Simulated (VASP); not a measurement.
# WSe2 (P-3m1) in VASP: single point with HSE06

Aim: the single point of WSe2 with HSE06.

Program: VASP 6.6.1. These are calculated values, not measurements. Logs are shortened: lines on timing, memory, paths and dates and some standing lists are left out, and cuts for length are marked.

### 1 The cell of the first run

It takes space group P-3m1 (No. 164, trigonal). Conventional cell: a = 3.315 Å, b = 3.315 Å, c = 6.519 Å, α = 90.00°, β = 90.00°, γ = 120.00°. Within 3.4 Å of W (site symmetry -3m) lie 6 Se at 2.54 Å and 6 W at 3.32 Å. Within 3.4 Å of Se (site symmetry 3m) lie 3 W at 2.54 Å and 6 Se at 3.32 Å.

### 2 Single point, HSE06

File POSCAR:

```
WSe2
1.0
    3.3153441817      0.0000000000      0.0000000000
   -1.6576720909      2.8711722836      0.0000000000
    0.0000000000      0.0000000000      6.5191987047
W Se
1 2
Direct
    0.0000000000      0.0000000000      0.0000000000
    0.3333333333      0.6666666667      0.2571683813
    0.6666666667      0.3333333333      0.7428316187
```

File INCAR.step1:

```
SYSTEM = WSe2
ALGO     = Normal         ! electronic algorithm
EDIFF    = 1E-5           ! SCF threshold, eV
ENCUT    = 520            ! plane-wave cutoff, eV
GGA      = PE             ! functional
ISIF     = 2              ! what is computed and relaxed
ISMEAR   = -1             ! smearing method
LASPH    = .True.         ! aspherical terms in the spheres
LCHARG   = .False.        ! write CHGCAR
LREAL    = .False.        ! projectors in reciprocal space
LWAVE    = .True.         ! write WAVECAR
NBANDS   = 20             ! bands
NELM     = 100            ! most SCF steps
PREC     = Accurate       ! precision mode
SIGMA    = 0.02           ! smearing width, eV
```

File INCAR.step2:

```
SYSTEM = WSe2
ALGO     = Normal         ! electronic algorithm
EDIFF    = 1E-7           ! SCF threshold, eV
ENCUT    = 520            ! plane-wave cutoff, eV
GGA      = PE             ! functional
HFSCREEN = 0.2079         ! screening, 1/A
ISIF     = 2              ! what is computed and relaxed
ISMEAR   = -1             ! smearing method
ISTART   = 1            
LASPH    = .True.         ! aspherical terms in the spheres
LCHARG   = .False.        ! write CHGCAR
LHFCALC  = .True.         ! exact exchange
LREAL    = .False.        ! projectors in reciprocal space
LWAVE    = .False.        ! write WAVECAR
NBANDS   = 20             ! bands
NELM     = 100            ! most SCF steps
PREC     = Accurate       ! precision mode
PRECFOCK = Normal       
SIGMA    = 0.02           ! smearing width, eV
```

File KPOINTS:

```
k-points
0
Gamma
  6 6 2
  0 0 0
```

Potentials or basis: VASP PAW PBE potentials, release 64 (W_sv, Se).

The run is started by

```
cat potpaw_PBE.64/W_sv/POTCAR potpaw_PBE.64/Se/POTCAR > POTCAR
cp INCAR.step1 INCAR
mpirun -np 1 vasp_std > vasp.out
cp INCAR.step2 INCAR
mpirun -np 1 vasp_std > vasp.out
```

OUTCAR:

```text
SYSTEM = WSe2
   EDIFF = 1E-7
   ENCUT = 520
   GGA = PE
   HFSCREEN = 0.2079
   ISIF = 2
   ISMEAR = -1
   ISTART = 1
   LASPH = .True.
   LHFCALC = .True.
   LREAL = .False.
   NELM = 100
   PREC = Accurate
   PRECFOCK = Normal

 ion  position               nearest neighbor table
   1  0.000  0.000  0.000-   2 2.54   3 2.54   2 2.54   3 2.54   3 2.54   2 2.54
   2  0.333  0.667  0.257-   1 2.54   1 2.54   1 2.54
   3  0.667  0.333  0.743-   1 2.54   1 2.54   1 2.54

  LATTYP: Found a hexagonal cell.
 ALAT       =     3.3153441817
 C/A-ratio  =     1.9663716186

  Lattice vectors:

 A1 = (   3.3153441817,   0.0000000000,   0.0000000000)
 A2 = (  -1.6576720909,   2.8711722836,   0.0000000000)
 A3 = (   0.0000000000,   0.0000000000,   6.5191987047)

Analysis of symmetry for initial positions (statically):
=====================================================================
 Subroutine PRICEL returns:
 Original cell was already a primitive cell.

 Routine SETGRP: Setting up the symmetry group for a
 hexagonal supercell.

 Subroutine GETGRP returns: Found 12 space group operations
 (whereof 12 operations were pure point group operations)
 out of a pool of 24 trial point group operations.

The static configuration has the point symmetry D_3d.

Analysis of symmetry for dynamics (positions and initial velocities):
=====================================================================
 Subroutine PRICEL returns:
 Original cell was already a primitive cell.

 Routine SETGRP: Setting up the symmetry group for a
 hexagonal supercell.

 Subroutine GETGRP returns: Found 12 space group operations
 (whereof 12 operations were pure point group operations)
 out of a pool of 24 trial point group operations.

The dynamic configuration has the point symmetry D_3d.

 Subroutine INISYM returns: Found 12 space group operations
 (whereof 12 operations are pure point group operations),
 and found     1 'primitive' translations

----------------------------------------------------------------------------------------

                                     Primitive cell

  volume of cell :      62.0558

  direct lattice vectors                    reciprocal lattice vectors
     3.315344182  0.000000000  0.000000000     0.301627809  0.174144896  0.000000000
    -1.657672091  2.871172284  0.000000000     0.000000000  0.348289793  0.000000000
     0.000000000  0.000000000  6.519198705     0.000000000  0.000000000  0.153393085

  length of vectors
     3.315344182  3.315344182  6.519198705     0.348289793  0.348289793  0.153393085

  position of ions in fractional coordinates (direct lattice)
     0.000000000  0.000000000  0.000000000
     0.333333333  0.666666667  0.257168381
     0.666666667  0.333333333  0.742831619

  ion indices of the primitive-cell ions
   primitive index   ion index
                 1           1
                 2           2
                 3           3

----------------------------------------------------------------------------------------

 KPOINTS: k-points

Automatic generation of k-mesh.
 Grid dimensions read from file:
 generate k-points for:    6    6    2

 Generating k-lattice:

  Cartesian coordinates                     Fractional coordinates (reciprocal lattice)
     0.050271301  0.029024149  0.000000000     0.166666667  0.000000000  0.000000000
     0.000000000  0.058048299  0.000000000     0.000000000  0.166666667  0.000000000
     0.000000000  0.000000000  0.076696542     0.000000000  0.000000000  0.500000000

  Length of vectors
     0.058048299  0.058048299  0.076696542

  Shift w.r.t. Gamma in fractional coordinates (k-lattice)
     0.000000000  0.000000000  0.000000000

 Subroutine IBZKPT returns following result:
 ===========================================

 Found     14 irreducible k-points:

 Following reciprocal coordinates:
            Coordinates               Weight
  0.000000  0.000000  0.000000      1.000000
  0.166667  0.000000  0.000000      6.000000
  0.333333 -0.000000  0.000000      6.000000
  0.500000 -0.000000  0.000000      3.000000
  0.166667  0.166667  0.000000      6.000000
  0.333333  0.166667  0.000000     12.000000
  0.333333  0.333333  0.000000      2.000000
  0.000000  0.000000  0.500000      1.000000
  0.166667  0.000000  0.500000      6.000000
  0.333333 -0.000000  0.500000      6.000000
  0.500000 -0.000000  0.500000      3.000000
  0.166667  0.166667  0.500000      6.000000
  0.333333  0.166667  0.500000     12.000000
  0.333333  0.333333  0.500000      2.000000
   k-points           NKPTS =     14   k-points in BZ     NKDIM =     72   number of bands    NBANDS=     20
   number of dos      NEDOS =    301   number of ions     NIONS =      3
   total plane-waves  NPLWV =  37632
   dimension x,y,z NGX =    28 NGY =   28 NGZ =   48
   dimension x,y,z NGXF=    56 NGYF=   56 NGZF=   96
   ions per type =               1   2
   NGX,Y,Z   is equivalent  to a cutoff of  14.04, 14.04, 12.24 a.u.
   NGXF,Y,Z  is equivalent  to a cutoff of  28.08, 28.08, 24.48 a.u.
 SYSTEM =  WSe2
   PREC   = accura    normal or accurate (medium, high low for compatibility)
   ISTART =      1    job   : 0-new  1-cont  2-samecut
   ICHARG =      0    charge: 1-file 2-atom 10-const
   ISPIN  =      1    spin polarized calculation?
   LNONCOLLINEAR =      F non collinear calculations
   LSORBIT =      F    spin-orbit coupling
   LASPH  =      T    aspherical Exc in radial PAW
   ENCUT  =  520.0 eV  38.22 Ry    6.18 a.u.   6.16  6.16 12.12*2*pi/ulx,y,z
   NELM   =    100;   NELMIN=  2; NELMDL=  0     # of ELM steps
   EDIFF  = 0.1E-06   stopping-criterion for ELM
   LREAL  =      F    real-space projection
   EDIFFG = 0.1E-05   stopping-criterion for IOM
   NSW    =      0    number of steps for IOM
   IBRION =     -1    ionic relax: 0-MD 1-quasi-New 2-CG
   NFREE  =      0    steps in history (QN), initial steepest desc. (CG)
   ISIF   =      2    stress and relaxation
   ISYM   =      3    0-nonsym 1-usesym 2-fastsym
   POTIM  = 0.5000    time-step for ionic-motion
   TEBEG  =    0.0;   TEEND  =   0.0 temperature during run
   PSTRESS=    0.0 pullay stress
   NELECT =      26.0000    total number of electrons
   NUPDOWN=      -1.0000    fix difference up-down
   EMIN   =  10.00;   EMAX   =-10.00  energy-range for DOS
   EFERMI =   0.00;   METHOD = LEGACY
   ISMEAR =    -1;   SIGMA  =   0.02  broadening in eV -4-tet -1-fermi 0-gaus
   EFERMI_NEDOS =   21; number of points for ismear=-14 and -15
   IALGO  =     38    algorithm
   IMIX   =      1    mixing-type and parameters
     AMIX     =   0.40;   BMIX     =  1.00
     AMIX_MAG =   1.60;   BMIX_MAG =  1.00
  volume/ion in A,a.u.               =      20.69       139.59
  Fermi-wavevector in a.u.,A,eV,Ry     =   1.225007  2.314928 20.417477  1.500642
  Thomas-Fermi vector in A             =   2.360061
   LORBIT       =      0    0 simple, 1 ext, 2 COOP (PROOUT), +10 PAW based schemes
   GGA     = PE    functional components
   LHFCALC =     T    Hartree Fock is set to
   PRECFOCK=normal    Normal, Fast or Accurate (Low or Medium for compatibility)
   ENCUT4O =  -1.0   cutoff for four orbital integrals eV
   NKREDX  =     1    reduce k-point grid by
   NKREDY  =     1    reduce k-point grid by
   NKREDZ  =     1    reduce k-point grid by
   AEXX    =    0.2500 exact exchange contribution
   HFSCREEN=    0.2079 screening length (either q_TF or 0.3 A-1)
   HFSCREENC=   0.2079 screening length for correlation (either q_TF or 0.3 A-1)
   ENCUTFOCK=  -1.0 apply spherical cutoff to Coloumb kernel
   IVDW    =     0    specifies the selected vdW correction
   LEPSILON=     F    determine dielectric tensor
   LRPA    =     F    only Hartree local field effects (RPA)
 non-spin polarized calculation
  energy-cutoff  :      520.00
  volume of cell :       62.06
 maximum number of plane-waves:      1698
 NGX is ok and might be reduce to    28
  NGX = 20; NGY = 20; NGZ = 40

 number of electron      26.0000001 magnetization

 Free energy of the ion-electron system (eV)
  ---------------------------------------------------
  ext. energy  EPLUGINS =         0.00000000
  ---------------------------------------------------
  free energy    TOTEN  =       -24.79092436 eV

  energy without entropy =      -24.78841251  energy(sigma->0) =      -24.78966844

 E-fermi :   6.4362     XC(G=0):  -8.7884

 val. band max:        6.2911870719   @ k =   0.0000   0.0000   0.5000
 cond. band min:       6.4459885381   @ k =   0.0000   0.0000   0.0000
 fundamental gap:      0.1548014662
 Fermi energy:         6.4362315137

 k-point     1 :       0.0000    0.0000    0.0000
  band No.  band energies     occupation
      1     -72.7599      2.00000
      2     -35.4396      2.00000
      3     -35.4396      2.00000
      4     -35.4284      2.00000
      5     -10.9795      2.00000
      6      -9.3300      2.00000
[... 12 lines left out ...]
     19      12.4923      0.00000
     20      16.4274      0.00000

 k-point     2 :       0.1667    0.0000    0.0000
  band No.  band energies     occupation
      1     -72.7565      2.00000
      2     -35.5116      2.00000
      3     -35.4569      2.00000
      4     -35.4155      2.00000
      5     -10.5187      2.00000
      6      -9.1696      2.00000
[... 12 lines left out ...]
     19      14.1731      0.00000
     20      15.8795      0.00000

 k-point     3 :       0.3333   -0.0000    0.0000
  band No.  band energies     occupation
      1     -72.7499      2.00000
      2     -35.6520      2.00000
      3     -35.4917      2.00000
      4     -35.3891      2.00000
      5      -9.4137      2.00000
      6      -8.7758      2.00000
[... 12 lines left out ...]
     19      13.2696      0.00000
     20      14.4189      0.00000

 k-point     4 :       0.5000   -0.0000    0.0000
  band No.  band energies     occupation
      1     -72.7466      2.00000
      2     -35.7207      2.00000
      3     -35.5092      2.00000
      4     -35.3758      2.00000
      5      -8.8595      2.00000
      6      -8.3343      2.00000
[... 199 lines left out ...]
 k-point    13 :       0.3333    0.1667    0.5000
  band No.  band energies     occupation
      1     -72.7466      2.00000
      2     -35.6854      2.00000
      3     -35.5450      2.00000
      4     -35.3762      2.00000
      5      -8.8134      2.00000
      6      -8.4150      2.00000
[... 12 lines left out ...]
     19      12.8757      0.00000
     20      15.2767      0.00000

 k-point    14 :       0.3333    0.3333    0.5000
  band No.  band energies     occupation
      1     -72.7450      2.00000
      2     -35.6371      2.00000
      3     -35.6371      2.00000
      4     -35.3696      2.00000
      5      -8.3586      2.00000
      6      -8.3586      2.00000
[... 12 lines left out ...]
     19      13.8595      0.00000
     20      14.0835      0.00000

------------------------ aborting loop because EDIFF is reached ----------------------------------------

  FORCE on cell =-STRESS in cart. coord.  units (eV):
  Direction    XX          YY          ZZ          XY          YZ          ZX
  --------------------------------------------------------------------------------------
  -------------------------------------------------------------------------------------
  Total       -0.5146261     -0.5146261     -0.1341259      0.0000000      0.0000000      0.0000000
  in kB      -13.2867965    -13.2867965     -3.4629087      0.0000000      0.0000000      0.0000000
  external PRESSURE =     -10.0121672 kB  Pullay stress =       0.0000000 kB

 VOLUME and BASIS-vectors are now :
 -----------------------------------------------------------------------------
  energy-cutoff  :      520.00
  volume of cell :       62.06
      direct lattice vectors                 reciprocal lattice vectors
     3.315344182  0.000000000  0.000000000     0.301627809  0.174144896  0.000000000
    -1.657672091  2.871172284  0.000000000     0.000000000  0.348289793  0.000000000
     0.000000000  0.000000000  6.519198705     0.000000000  0.000000000  0.153393085

 POSITION                                       TOTAL-FORCE (eV/Angst)
 -----------------------------------------------------------------------------------
      0.00000      0.00000      0.00000         0.000000      0.000000     -0.000000
     -0.00000      1.91411      1.67653        -0.000000      0.000000     -0.308862
      1.65767      0.95706      4.84267        -0.000000      0.000000      0.308862
 -----------------------------------------------------------------------------------
    total drift:                                0.000000      0.000000     -0.000000

  FREE ENERGIE OF THE ION-ELECTRON SYSTEM (eV)
  ---------------------------------------------------
  free  energy   TOTEN  =       -24.7909243625 eV

  energy  without entropy=      -24.7884125105  energy(sigma->0) =      -24.78966844
```

Run time: 21 min. Hardware: 1 thread of AMD EPYC 9R45 (Zen 5), shared host; peak memory 0.28 GiB.

What came out:

| Quantity | Value |
| --- | --- |
| Free energy | -24.7909 eV |
| Pressure | -1.0 GPa |
| Largest force | 0.309 eV/Å |
| Band gap on the k mesh | zero (bands 13 and 14 overlap by 1.07 eV) |

Forces in eV/Å, atoms in the order of the input:
```
W    0.000  0.000  0.000
Se   0.000  0.000 -0.309
Se   0.000  0.000  0.309
```

Levels at points of the mesh, in eV from the Fermi level:
| k point | band 11 | band 12 | band 13 | band 14 | band 15 | band 16 |
| --- | --- | --- | --- | --- | --- | --- |
| (0.00, 0.00, 0.00) | -1.84 | -0.96 | -0.96 | 0.01 | 0.01 | 3.86 |
| (0.50, 0.00, 0.00) | -4.36 | -2.41 | -2.17 | 1.69 | 2.22 | 3.45 |
| (0.00, 0.00, 0.50) | -0.97 | -0.97 | -0.61 | -0.15 | -0.15 | 4.16 |
| (0.50, 0.00, 0.50) | -3.20 | -2.89 | -1.90 | 1.69 | 2.40 | 3.81 |

Caveat: the k points lie up to 0.48 Å⁻¹ apart, too coarse for converged energies and pressures of a metal; the PAW data sets were made with another functional, which shifts forces and pressure a little; spin-orbit coupling is left out, which moves the levels of the heavy elements; this functional lacks dispersion, which binds layers or chains, so the pressure and a relaxed spacing across them are unreliable.

The gap in the log of VASP goes by the Fermi energy; the results here count the filled bands.